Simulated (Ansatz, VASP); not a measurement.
One calculation of ScAlN2, two programs

INCAR

```
  ALGO = Normal
  EDIFF = 1E-7
  EDIFFG = -0.01
  ENCUT = 600
  GGA = PE
  IBRION = 2
  ISIF = 3
  ISMEAR = 0
  LASPH = T
  LCHARG = F
  LREAL = F
  LWAVE = F
  NELM = 80
  NSW = 100
  PREC = Accurate
  SIGMA = 0.1
```

Contents of KPOINTS:

```
k-points
0
Gamma
  12 12 8
```

The input POSCAR:

```
ScAlN2
1.0
    3.7286980906      0.0000000000      0.0000000000
   -1.8643490453      3.2291472695      0.0000000000
    0.0000000000      0.0000000000      6.3099625632
Sc Al N
1 1 2
Direct
    0.0000000000      0.0000000000      0.5000000000
    0.0000000000      0.0000000000      0.0000000000
    0.3333333333      0.6666666667      0.5000000000
    0.6666666667      0.3333333333      0.5000000000
```

Input for Ansatz:

```yaml
crystal:
  lattice:
    - [3.7286980906, 0.0, 0.0]
    - [-1.8643490453, 3.2291472695, 0.0]
    - [0.0, 0.0, 6.3099625632]
  atoms:
    - { symbol: Sc, position: [0.0, 0.0, 0.5] }
    - { symbol: Al, position: [0.0, 0.0, 0.0] }
    - { symbol: "N", position: [0.3333333333, 0.6666666667, 0.5] }
    - { symbol: "N", position: [0.6666666667, 0.3333333333, 0.5] }
basis:
  ecutwfc: 420
kpoints:
  mp_grid: { grid: [12, 12, 8] }
hamiltonian:
  xc: pbe
scf:
  occupations: { method: gaussian, width: 0.1 }
output:
  forces: true
  stress: true
  eigenvalues: true
relax:
  adjacent_minimum: "off"
  f_tol: 0.01
  max_steps: 80
  cell: { stress_tol: 0.05 }
```

Alike in both runs: task relaxation of cell and atoms; functional PBE; k mesh 12 × 12 × 8; occupations gaussian, width 0.1 eV; no spin polarisation.

|  | VASP | Ansatz |
| --- | --- | --- |
| version | VASP 6.6.1 | Ansatz 0.2.0 |
| potentials or method | VASP PAW PBE potentials, release 64 (Sc_sv, Al, N), cutoff 600 eV | scalar-relativistic, plane waves, PAW |
| valence electrons in the cell | 24 | 24 |

```tsv
	VASP	Ansatz	Ansatz less VASP
gap on the k mesh at the Fermi level, each at its own relaxed structure (eV)	none	none	-
relaxed volume (Å³/atom)	19.45	19.45	+0.002
relaxed cell length with the largest relative difference (Å)	6.449	6.474	+0.0251
```

A gap of «none» marks a metal or a gap that the smearing closes.
